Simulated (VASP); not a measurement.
Here is a VASP 6.6.1 calculation.

Contents of INCAR:

```
  PREC = Accurate
  ENCUT = 520
  EDIFF = 1E-6
  ISMEAR = -1
  SIGMA = 0.05
  LREAL = False
  LASPH = True
  NELM = 60
  ALGO = Normal
  ISIF = 2
  LWAVE = False
  LCHARG = False
  GGA = CA
  NBANDS = 27
```

The input KPOINTS:

```
Automatic mesh
0
Gamma
  8 8 8
```

Contents of POSCAR:

```
InSe
1.0
    2.0000000000      1.1547005384      8.4400000000
   -2.0000000000      1.1547005384      8.4400000000
    0.0000000000     -2.3094010768      8.4400000000
In Se
2 2
Direct
    0.8886000000      0.8886000000      0.8886000000
    0.0000000000      0.0000000000      0.0000000000
    0.1719000000      0.1719000000      0.1719000000
    0.3835000000      0.3835000000      0.3835000000
```

Potentials or basis: VASP PAW LDA potentials, release 64 (In_d, Se).

Run with:

```console
$ cat potpaw_LDA.64/In_d/POTCAR potpaw_LDA.64/Se/POTCAR > POTCAR
$ mpirun -np 1 vasp_std > vasp.out
```

(1) Estimate the largest force.

(2) What does it give for the pressure?

(3) Estimate the band gap on the k mesh.

Answers

(1) 0.253 eV/Å.

(2) -1.4 GPa.

(3) 0.23 eV.

Caveat: spin-orbit coupling is left out, which moves the levels of the heavy elements.
